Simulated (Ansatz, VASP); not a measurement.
**One calculation of Pb, two programs**

INCAR

```
SYSTEM = Pb
ALGO = Normal
EDIFF = 1E-6
ENCUT = 520
GGA = PE
ISIF = 2
ISMEAR = -1
LASPH = .TRUE.
LCHARG = .FALSE.
LREAL = .FALSE.
LWAVE = .FALSE.
NBANDS = 13
NELM = 100
PREC = Accurate
SIGMA = 0.1
```

KPOINTS

```
k-points
0
G
  13 13 13
  0 0 0
```

POSCAR

```
Pb
1.0
   -1.9430765928      1.9430765928      1.9430765928
    1.9430765928     -1.9430765928      1.9430765928
    1.9430765928      1.9430765928     -1.9430765928
Pb
1
Direct
    0.0000000000      0.0000000000      0.0000000000
```

Input for Ansatz:

```yaml
crystal:
  lattice:
    - [-1.9430765928, 1.9430765928, 1.9430765928]
    - [1.9430765928, -1.9430765928, 1.9430765928]
    - [1.9430765928, 1.9430765928, -1.9430765928]
  atoms:
    - { symbol: Pb, position: [0.0, 0.0, 0.0] }
hamiltonian:
  xc: pbe
  pseudopotentials:
    kind: paw
    azcp:
      Pb: "pseudopotentials/Pb.paw.azcp"
basis:
  ecutwfc: 420
  fft_grid_basis: typed
kpoints:
  mp_grid: { grid: [13, 13, 13], shift: [0, 0, 0] }
magnetization:
  spin_polarized: false
scf:
  occupations: { method: fermi_dirac, width: 0.1 }
  lower_state_search: "off"
output:
  stress: true
  write_density: true
  write_potential: true
  elf: true
  volumetric_format: npy
```

Alike in both runs: task single point; functional PBE; k mesh 13 × 13 × 13; occupations fermi-dirac, width 0.1 eV; no spin polarisation.

|  | VASP | Ansatz |
| --- | --- | --- |
| version | VASP 6.6.1 | Ansatz 0.2.0 |
| potentials or method | VASP PAW PBE potentials, release 64 (Pb_d), cutoff 520 eV | plane waves (420 eV) with PAW, scalar-relativistic |
| valence electrons in the cell | 14 | 14 |

VASP gave:

| Property | Result |
| --- | --- |
| pressure (GPa) | 3.9 |

Task: Which values does Ansatz return?

Result: Pressure (GPa): 4.0.

Neither program's run includes spin-orbit coupling.
